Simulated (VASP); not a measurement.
Here is a VASP 6.6.1 calculation.

File INCAR:

```
PREC = Accurate
ENCUT = 520
EDIFF = 1E-7
ISMEAR = 0
SIGMA = 0.05
LREAL = F
LASPH = T
NELM = 100
ALGO = Normal
ISIF = 2
LWAVE = F
LCHARG = T
GGA = PE
LELF = T
LVHAR = T
NBANDS = 28
```

The input KPOINTS:

```
regular mesh
0
Gamma
  8 8 8
```

The input POSCAR:

```
SrTiO3
1.0
    3.9052800000      0.0000000000      0.0000000000
    0.0000000000      3.9052800000      0.0000000000
    0.0000000000      0.0000000000      3.9052800000
Sr Ti O
1 1 3
Direct
    0.5000000000      0.5000000000      0.5000000000
    0.0000000000      0.0000000000      0.0000000000
    0.5000000000      0.0000000000      0.0000000000
    0.0000000000      0.5000000000      0.0000000000
    0.0000000000      0.0000000000      0.5000000000
```

Potentials or basis: VASP PAW PBE potentials, release 64 (Sr_sv, Ti_sv, O).

Command:

```console
$ cat potpaw_PBE.64/Sr_sv/POTCAR potpaw_PBE.64/Ti_sv/POTCAR potpaw_PBE.64/O/POTCAR > POTCAR
$ mpirun -np 1 vasp_std > vasp.out
```

Task: What does it give for the pressure?

Result: 4.9 GPa.

Task: Predict the band gap on the k mesh.

Result: 1.86 eV, indirect (least direct gap 2.21 eV).

A k mesh can miss the band edges. PBE gaps usually lie below the measured ones, often by a third to a half.
